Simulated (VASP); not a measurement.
# TiAl (P-6m2) in VASP: a series of runs

The runs below take TiAl through single point, with PBE.

All numbers are computed with VASP 6.6.1; they aren't measurements. Logs are shortened: lines on timing, memory, paths and dates and some standing lists are left out, and cuts for length are marked.

**1. The cell of the first run**

Symmetry: P-6m2, No. 187, hexagonal system. Conventional cell: a = 2.917 Å, b = 2.917 Å, c = 4.463 Å, α = 90.00°, β = 90.00°, γ = 120.00°. Within 3.7 Å of Ti (site symmetry -6m2) lie 6 Al at 2.80 Å and 6 Ti at 2.92 Å. Al (site symmetry -6m2) has 6 Ti at 2.80 Å and 6 Al at 2.92 Å within 3.7 Å.

**2. Single point, PBE**

Contents of INCAR:

```
SYSTEM = TiAl
PREC = Accurate
ENCUT = 520
EDIFF = 1E-6
ISMEAR = 0
SIGMA = 0.15
LREAL = .False.
LASPH = .True.
NELM = 100
ALGO = Normal
ISIF = 2
LWAVE = .False.
LCHARG = .False.
GGA = PE
NBANDS = 14
```

Contents of KPOINTS:

```
regular mesh
0
Gamma
  18 18 10
  0 0 0
```

Contents of POSCAR:

```
TiAl
1.0
    2.9170000000      0.0000000000      0.0000000000
   -1.4585000000      2.5261961028      0.0000000000
    0.0000000000      0.0000000000      4.4625000000
Ti Al
1 1
Direct
    0.0000000000      0.0000000000      0.0000000000
    0.3333333333      0.6666666667      0.5000000000
```

Potentials or basis: VASP PAW PBE potentials, release 64 (Ti_sv, Al).

Launch:

```bash
$ cat potpaw_PBE.64/Ti_sv/POTCAR potpaw_PBE.64/Al/POTCAR > POTCAR
$ mpirun -np 1 vasp_std > vasp.out
```

OUTCAR:

```text
SYSTEM = TiAl
   PREC = Accurate
   ENCUT = 520
   EDIFF = 1E-6
   ISMEAR = 0
   LREAL = .False.
   LASPH = .True.
   NELM = 100
   ISIF = 2
   GGA = PE

 ion  position               nearest neighbor table
   1  0.000  0.000  0.000-   2 2.80   2 2.80   2 2.80   2 2.80   2 2.80   2 2.80
   2  0.333  0.667  0.500-   1 2.80   1 2.80   1 2.80   1 2.80   1 2.80   1 2.80

  LATTYP: Found a hexagonal cell.
 ALAT       =     2.9170000000
 C/A-ratio  =     1.5298251628

  Lattice vectors:

 A1 = (   2.9170000000,   0.0000000000,   0.0000000000)
 A2 = (  -1.4585000000,   2.5261961028,   0.0000000000)
 A3 = (   0.0000000000,   0.0000000000,   4.4625000000)

Analysis of symmetry for initial positions (statically):
=====================================================================
 Subroutine PRICEL returns:
 Original cell was already a primitive cell.

 Routine SETGRP: Setting up the symmetry group for a
 hexagonal supercell.

 Subroutine GETGRP returns: Found 12 space group operations
 (whereof 12 operations were pure point group operations)
 out of a pool of 24 trial point group operations.

The static configuration has the point symmetry D_3h.

Analysis of symmetry for dynamics (positions and initial velocities):
=====================================================================
 Subroutine PRICEL returns:
 Original cell was already a primitive cell.

 Routine SETGRP: Setting up the symmetry group for a
 hexagonal supercell.

 Subroutine GETGRP returns: Found 12 space group operations
 (whereof 12 operations were pure point group operations)
 out of a pool of 24 trial point group operations.

The dynamic configuration has the point symmetry D_3h.

 Subroutine INISYM returns: Found 12 space group operations
 (whereof 12 operations are pure point group operations),
 and found     1 'primitive' translations

----------------------------------------------------------------------------------------

                                     Primitive cell

  volume of cell :      32.8838

  direct lattice vectors                    reciprocal lattice vectors
     2.917000000  0.000000000  0.000000000     0.342817964  0.197926044  0.000000000
    -1.458500000  2.526196103  0.000000000     0.000000000  0.395852087  0.000000000
     0.000000000  0.000000000  4.462500000     0.000000000  0.000000000  0.224089636

  length of vectors
     2.917000000  2.917000000  4.462500000     0.395852087  0.395852087  0.224089636

  position of ions in fractional coordinates (direct lattice)
     0.000000000  0.000000000  0.000000000
     0.333333333  0.666666667  0.500000000

[... 89 lines left out ...]
   EMIN   =  10.00;   EMAX   =-10.00  energy-range for DOS
   EFERMI =   0.00;   METHOD = LEGACY
   ISMEAR =     0;   SIGMA  =   0.15  broadening in eV -4-tet -1-fermi 0-gaus
   EFERMI_NEDOS =   21; number of points for ismear=-14 and -15
   IALGO  =     38    algorithm
   IMIX   =      4    mixing-type and parameters
     AMIX     =   0.40;   BMIX     =  1.00
     AMIX_MAG =   1.60;   BMIX_MAG =  1.00
  volume/ion in A,a.u.               =      16.44       110.96
  Fermi-wavevector in a.u.,A,eV,Ry     =   1.260215  2.381461 21.607985  1.588142
  Thomas-Fermi vector in A             =   2.393736
   LORBIT       =      0    0 simple, 1 ext, 2 COOP (PROOUT), +10 PAW based schemes
   GGA     = PE    functional components
   LHFCALC =     F    Hartree Fock is set to
   AEXX    =    0.0000 exact exchange contribution
   IVDW    =     0    specifies the selected vdW correction
   LEPSILON=     F    determine dielectric tensor
   LRPA    =     F    only Hartree local field effects (RPA)
 non-spin polarized calculation
 Gauss-broadening in eV      SIGMA  =   0.15
  energy-cutoff  :      520.00
  volume of cell :       32.88
 maximum number of plane-waves:       916
 NGX is ok and might be reduce to    24
   NGX = 11   NGY = 11   NGZ = 17

 number of electron      14.9999994 magnetization

 Free energy of the ion-electron system (eV)
  ---------------------------------------------------
  ext. energy  EPLUGINS =         0.00000000
  ---------------------------------------------------
  free energy    TOTEN  =       -12.06736157 eV

  energy without entropy =      -12.03663670  energy(sigma->0) =      -12.05199914

 E-fermi :   7.9491     XC(G=0): -10.9877

 val. band max:        7.9456931190   @ k =   0.3333   0.2778   0.3000
 cond. band min:       7.9503150386   @ k =   0.1111  -0.0000   0.4000
 fundamental gap:      0.0046219196
 Fermi energy:         7.9490981016

 k-point     1 :       0.0000    0.0000    0.0000
  band No.  band energies     occupation
      1     -48.5751      2.00000
      2     -24.9023      2.00000
      3     -24.5246      2.00000
      4     -24.5246      2.00000
      5      -0.9116      2.00000
      6       5.8866      2.00000
      7       6.6515      2.00000
      8       9.1842      0.00000
      9       9.1842      0.00000
     10      10.5569      0.00000
     11      10.5569      0.00000
     12      12.6671      0.00000
     13      20.2674      0.00000
     14      20.2674      0.00000
[... 377 lines left out ...]
      1     -48.4975      2.00000
      2     -24.9853      2.00000
      3     -24.8221      2.00000
      4     -24.6712      2.00000
      5       3.6385      2.00000
      6       5.8147      2.00000
      7       6.6058      2.00000
      8       7.2066      2.00000
      9       9.4420      0.00000
     10      11.0694      0.00000
     11      12.0793      0.00000
     12      12.9292      0.00000
     13      13.4474      0.00000
     14      14.5565      0.00000

 [... further k-points ...]

------------------------ aborting loop because EDIFF is reached ----------------------------------------

  FORCE on cell =-STRESS in cart. coord.  units (eV):
  Direction    XX          YY          ZZ          XY          YZ          ZX
  --------------------------------------------------------------------------------------
  -------------------------------------------------------------------------------------
  Total        0.0444775      0.0444775      1.5236966      0.0000000      0.0000000      0.0000000
  in kB        2.1670524      2.1670524     74.2381867      0.0000000      0.0000000      0.0000000
  external PRESSURE =      26.1907638 kB  Pullay stress =       0.0000000 kB

 VOLUME and BASIS-vectors are now :
 -----------------------------------------------------------------------------
  energy-cutoff  :      520.00
  volume of cell :       32.88
      direct lattice vectors                 reciprocal lattice vectors
     2.917000000  0.000000000  0.000000000     0.342817964  0.197926044  0.000000000
    -1.458500000  2.526196103  0.000000000     0.000000000  0.395852087  0.000000000
     0.000000000  0.000000000  4.462500000     0.000000000  0.000000000  0.224089636

 POSITION                                       TOTAL-FORCE (eV/Angst)
 -----------------------------------------------------------------------------------
      0.00000      0.00000      0.00000        -0.000000      0.000000      0.000000
     -0.00000      1.68413      2.23125         0.000000     -0.000000      0.000000
 -----------------------------------------------------------------------------------
    total drift:                                0.000000     -0.000000      0.000000

  FREE ENERGIE OF THE ION-ELECTRON SYSTEM (eV)
  ---------------------------------------------------
  free  energy   TOTEN  =       -12.0673615718 eV

  energy  without entropy=      -12.0366367032  energy(sigma->0) =      -12.05199914
```

OSZICAR:

```text
N       E                     dE             d eps       ncg     rms          rms(c)
DAV:   1     0.997261767768E+02    0.99726E+02   -0.71573E+03  6216   0.109E+03
DAV:   2    -0.792970836737E+01   -0.10766E+03   -0.10346E+03  6414   0.298E+02
DAV:   3    -0.135346639514E+02   -0.56050E+01   -0.54689E+01  9438   0.658E+01
DAV:   4    -0.136960765471E+02   -0.16141E+00   -0.16116E+00  7118   0.100E+01
DAV:   5    -0.137022319075E+02   -0.61554E-02   -0.61549E-02  9268   0.184E+00    0.944E+00
DAV:   6    -0.123233073484E+02    0.13789E+01   -0.64254E+00  6966   0.309E+01    0.366E+00
DAV:   7    -0.120920000070E+02    0.23131E+00   -0.72956E-01  6800   0.995E+00    0.195E+00
DAV:   8    -0.120740478776E+02    0.17952E-01   -0.16885E-01  7182   0.472E+00    0.882E-01
DAV:   9    -0.120720858220E+02    0.19621E-02   -0.70193E-02  6782   0.372E+00    0.536E-01
DAV:  10    -0.120673666951E+02    0.47191E-02   -0.10240E-02  6706   0.133E+00    0.866E-02
DAV:  11    -0.120673833457E+02   -0.16651E-04   -0.14750E-03  8440   0.392E-01    0.666E-02
DAV:  12    -0.120673727142E+02    0.10632E-04   -0.61348E-05  6642   0.794E-02    0.396E-02
DAV:  13    -0.120673635994E+02    0.91148E-05   -0.11296E-05  7572   0.405E-02    0.181E-02
DAV:  14    -0.120673616158E+02    0.19837E-05   -0.42878E-06  7020   0.207E-02    0.379E-03
DAV:  15    -0.120673615718E+02    0.43918E-07   -0.28445E-07  3396   0.542E-03
   1 F= -.12067362E+02 E0= -.12051999E+02  d E =-.307249E-01
```

stdout:

```text
POSCAR found type information on POSCAR TiAl
 POSCAR found :  2 types and       2 ions
 scaLAPACK will be used
 LDA part: xc-table for (Slater+PW92), standard interpolation
 POSCAR, INCAR and KPOINTS ok, starting setup
 FFT: planning ... GRIDC
 FFT: planning ... GRID_SOFT
 FFT: planning ... GRID
 WAVECAR not read
 entering main loop
```

It took 2.4 min on 1 thread of AMD EPYC 7R13, shared host; peak memory 0.21 GiB.

What came out:

| Quantity | Value |
| --- | --- |
| Free energy | -12.0674 eV |
| Pressure | 2.6 GPa |
| Band gap on the k mesh | zero (an odd number of electrons rules out a gap without spin polarisation) |

Stress tensor (GPa, compression positive):
```
0.22 0.00 0.00
0.00 0.22 0.00
0.00 0.00 7.42
```

Caveat: the stress differs along the axes, from 0 to 7 GPa.

(Part 1 of 2 ends here.)

The gap in the log of VASP goes by the Fermi energy; the results here count the filled bands.